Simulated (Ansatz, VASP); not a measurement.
# Zr in VASP and in Ansatz

```xyz
2
Lattice="3.2319 0.0000 0.0000 -1.6159 2.7989 0.0000 0.0000 0.0000 5.1741" Properties=species:S:1:pos:R:3 pbc="T T T"
Zr    0.0000    1.8659    1.2935
Zr    1.6159    0.9330    3.8806
```

Alike in both runs: task single point; functional PBE; k mesh 2 × 2 × 1; occupations fermi-dirac, width 0.1 eV; no spin polarisation.

|  | VASP | Ansatz |
| --- | --- | --- |
| version | VASP 6.6.1 | Ansatz 0.2.0 |
| potentials or method | VASP PAW PBE potentials, release 64 (Zr_sv), cutoff 520 eV | plane waves (420 eV) with PAW, scalar-relativistic |
| valence electrons in the cell | 24 | 24 |

```tsv
	VASP	Ansatz	Ansatz less VASP
pressure (GPa)	-2.8	-2.8	-0.04
traceless stress, the component that is largest in VASP (GPa)	-19.75	-19.80	-0.048
```

The k mesh is coarse, so the values compare programs but aren't converged.
